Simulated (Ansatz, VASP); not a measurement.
Ag in VASP and in Ansatz

```
Ag
1.0
     0.00000    2.04500    2.04500
     2.04500    0.00000    2.04500
     2.04500    2.04500    0.00000
Ag
1
Direct
  0.00000 0.00000 0.00000
```

Alike in both runs: task relaxation of cell and atoms; functional LDA; k mesh 34 × 34 × 34; occupations gaussian, width 0.1 eV; no spin polarisation.

```csv
,VASP,Ansatz
version,VASP 6.6.1,Ansatz 0.2.0
potentials or method,"VASP PAW LDA potentials, release 64 (Ag)","scalar-relativistic, plane waves, PAW"
plane-wave cutoff (eV),600,420
valence electrons in the cell,11,19
```

VASP gave:

- gap on the k mesh at the Fermi level, each at its own relaxed structure (eV): none
- relaxed volume (Å³/atom): 16.02
- relaxed cell length with the largest relative difference (Å): 2.830

Estimate Ansatz's values.

gap on the k mesh at the Fermi level, each at its own relaxed structure (eV): none; relaxed volume (Å³/atom): 16.00; relaxed cell length with the largest relative difference (Å): 2.829.

LDA's correlation is that of Perdew and Zunger in VASP and of Perdew and Wang (1992) in Ansatz. A gap of «none» marks a metal or a gap that the smearing closes. VASP's potentials hold 11 valence electrons a cell and Ansatz's 19, so a difference there can come from the potentials and not from the codes.
